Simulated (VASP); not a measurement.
Crystal: AsP2.

```
P As
1.0
     3.45215    0.00000    0.00000
    -1.72607    2.98965    0.00000
     0.00000    0.00000    8.78701
P As
4 2
Direct
  0.66667 0.33333 0.37980
  0.33333 0.66667 0.62020
  0.33333 0.66667 0.87980
  0.66667 0.33333 0.12020
  0.00000 0.00000 0.50000
  0.00000 0.00000 0.00000
```

The cell was generated, and may not be a known phase.

| Property | Result |
| --- | --- |
| Program | VASP 6.6.1 |
| Task | relaxation of cell and atoms |
| Functional | PBE |
| Potentials or basis | VASP PAW PBE potentials, release 64 (P, As) |
| Cutoff | 600 eV |
| k mesh | 6 × 6 × 2 |
| Occupations | gaussian, width 0.1 eV |
| Spin | no spin polarisation |

At the start: pressure 42.7 GPa; volume 15.11 Å³/atom.

**Question.** Where does the relaxation end?

**Answer.** Over 7 steps the energy falls by 822.1 meV/atom and the volume is 20.78 Å³/atom (+37.5 %); space group P6_3/mmc (No. 194, to 0.1 Å) before and after.

Step by step:
| step | energy change (eV) | largest force (eV/Å) | pressure (GPa) | volume (Å³) |
| --- | --- | --- | --- | --- |
| 1 | 0.0000 | 4.9785 | 42.71 | 90.69 |
| 2 | -3.7529 | 1.8500 | -6.44 | 154.00 |
| 3 | -4.9246 | 0.3114 | -0.64 | 125.18 |
| 4 | -4.9248 | 0.2509 | -0.97 | 125.94 |
| 5 | -4.9234 | 0.3334 | 0.57 | 124.31 |
| 6 | -4.9321 | 0.0146 | -0.25 | 125.15 |
| 7 | -4.9328 | 0.0148 | -0.04 | 124.66 |

Final structure:
```
P As
1.0
     3.92474    0.00000    0.00000
    -1.96237    3.39892    0.00000
     0.00000    0.00000    9.34497
P As
4 2
Cartesian
  1.9624 1.1330 3.3802
  0.0000 2.2659 5.9648
  0.0000 2.2659 8.0527
  1.9624 1.1330 1.2923
  3.9247 0.0000 4.6725
  3.9247 0.0000 9.3450
```

Caveat: the volume moved by over 15 % at a fixed basis, so the end points are rough.
